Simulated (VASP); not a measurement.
Write the native input for VASP 6.6.1 that does the following.

```
Task                   : single point
Functional             : r2SCAN
Potentials or basis    : VASP PAW PBE potentials, release 64 (Hf_pv, B)
Cutoff                 : 520 eV
k mesh                 : 10 × 10 × 8
Occupations            : fermi-dirac, width 0.05 eV
Spin                   : no spin polarisation
Dipole correction      : no
Further INCAR settings : ALGO = Normal; EDIFF = 1e-06; NBANDS = 15
```

Crystal: HfB2.

```
Hf B
1.0
     3.18132    0.00000    0.00000
    -1.59066    2.75510    0.00000
     0.00000    0.00000    3.52579
Hf B
1 2
Direct
  0.00000 0.00000 0.00000
  0.66667 0.33333 0.50000
  0.33333 0.66667 0.50000
```

The input as run:

POSCAR

```
HfB2
1.0
    3.1813205280      0.0000000000      0.0000000000
   -1.5906602640      2.7551043948      0.0000000000
    0.0000000000      0.0000000000      3.5257947253
Hf B
1 2
Direct
    0.0000000000      0.0000000000      0.0000000000
    0.6666666667      0.3333333333      0.5000000000
    0.3333333333      0.6666666667      0.5000000000
```

INCAR.step1

```
SYSTEM = HfB2
  PREC = Accurate
  ENCUT = 520
  ISMEAR = -1
  SIGMA = 0.05
  LREAL = .False.
  LASPH = .True.
  NELM = 60
  NBANDS = 15
  GGA = PE
  ALGO = Normal
  EDIFF = 1E-4
  LWAVE = .True.
  LCHARG = .False.
```

INCAR.step2

```
SYSTEM = HfB2
  PREC = Accurate
  ENCUT = 520
  EDIFF = 1E-6
  ISMEAR = -1
  SIGMA = 0.05
  LREAL = .False.
  LASPH = .True.
  NELM = 60
  ALGO = Normal
  ISIF = 2
  LWAVE = .False.
  LCHARG = .False.
  METAGGA = R2SCAN
  LMIXTAU = .True.
  NBANDS = 15
  ISTART = 1
```

KPOINTS

```
regular mesh
0
Gamma
  10 10 8
  0 0 0
```

Potentials or basis: VASP PAW PBE potentials, release 64 (Hf_pv, B).

Command:

```sh
$ cat potpaw_PBE.64/Hf_pv/POTCAR potpaw_PBE.64/B/POTCAR > POTCAR
$ cp INCAR.step1 INCAR
$ mpirun -np 1 vasp_std > vasp.out
$ cp INCAR.step2 INCAR
$ mpirun -np 1 vasp_std > vasp.out
```

Results of the run:

The pressure is -10.6 GPa and the band gap on the k mesh is zero (band 8 reaches 8.02 eV, above the bottom of band 9 at 7.19 eV).

Caveat: the PAW data sets were made with another functional, which shifts forces and pressure a little; spin-orbit coupling is left out, which moves the levels of the heavy elements.

It took 41 s on 1 thread of Intel(R) Xeon(R) 6975P-C (Granite Rapids), on a shared host, peak memory 0.17 GiB.
